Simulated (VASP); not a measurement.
Input of a VASP 6.6.1 run:

Contents of INCAR:

```
ALGO     = Normal         # electronic algorithm
EDIFF    = 1E-7           # SCF threshold, eV
EDIFFG   = -0.005         # ionic threshold
ENCUT    = 600            # plane-wave cutoff, eV
GGA      = PS             # functional
IBRION   = 2              # ionic algorithm
ISIF     = 3              # what is computed and relaxed
ISMEAR   = -1             # smearing method
LASPH    = T              # aspherical terms in the spheres
LCHARG   = F              # write CHGCAR
LREAL    = F              # projectors in reciprocal space
LWAVE    = F              # write WAVECAR
NELM     = 80             # most SCF steps
NSW      = 60             # ionic steps
PREC     = Accurate       # precision mode
PSTRESS  = 80.0         
SIGMA    = 0.05           # smearing width, eV
```

File KPOINTS:

```
k-points
0
Gamma
  16 16 9
```

Contents of POSCAR:

```
Li
1.0
    2.7395534842      0.0000000000      0.0000000000
   -1.3697767421      2.3725229124      0.0000000000
    0.0000000000      0.0000000000      4.4380766445
Li
2
Direct
    0.3333333333      0.6666666667      0.2500000000
    0.6666666667      0.3333333333      0.7500000000
```

Potentials or basis: VASP PAW PBE potentials, release 64 (Li_sv).

Launch:

```sh
$ cat potpaw_PBE.64/Li_sv/POTCAR > POTCAR
$ mpirun -np 1 vasp_std > vasp.out
```

(1) What does it give for the band gap on the k mesh?

(2) What does it give for the relaxed cell?

Results:

(1) zero (band 3 reaches 3.88 eV, above the bottom of band 4 at -0.72 eV).

(2) a = 2.721 Å, b = 2.721 Å, c = 4.476 Å, α = 90.00°, β = 90.00°, γ = 120.00°.

Caveat: the cell is relaxed towards a set pressure, so the enthalpy falls and the energy may rise.
